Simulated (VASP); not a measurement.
Rb, 1 atom in the cell. Symmetry: Im-3m, No. 229, cubic system. The conventional cell has a = 5.372 Å, b = 5.372 Å, c = 5.372 Å, α = 90.00°, β = 90.00°, γ = 90.00°. 

```yaml
Program: VASP 6.6.1
Task: single point
Functional: LDA
Potentials_or_basis: VASP PAW LDA potentials, release 64 (Rb_sv)
Cutoff: 520 eV
k_mesh: 8 × 8 × 8
Occupations: methfessel-paxton, width 0.1 eV
Spin: no spin polarisation
Dipole_correction: no
Further_INCAR_settings: ALGO = Normal; EDIFF = 1e-06; NBANDS = 10
```

Potentials or basis: VASP PAW LDA potentials, release 64 (Rb_sv).

Command:

```bash
$ cat potpaw_LDA.64/Rb_sv/POTCAR > POTCAR
$ mpirun -np 1 vasp_std > vasp.out
```

Hardware: 1 thread of AMD EPYC 7R13 (shared host).

**Question.** How long does it take, and how much memory?

**Answer.** Wall time 22 s on 1 thread of AMD EPYC 7R13 (shared host), peak memory 0.14 GiB. Counts: scf iterations 10, k points 29.
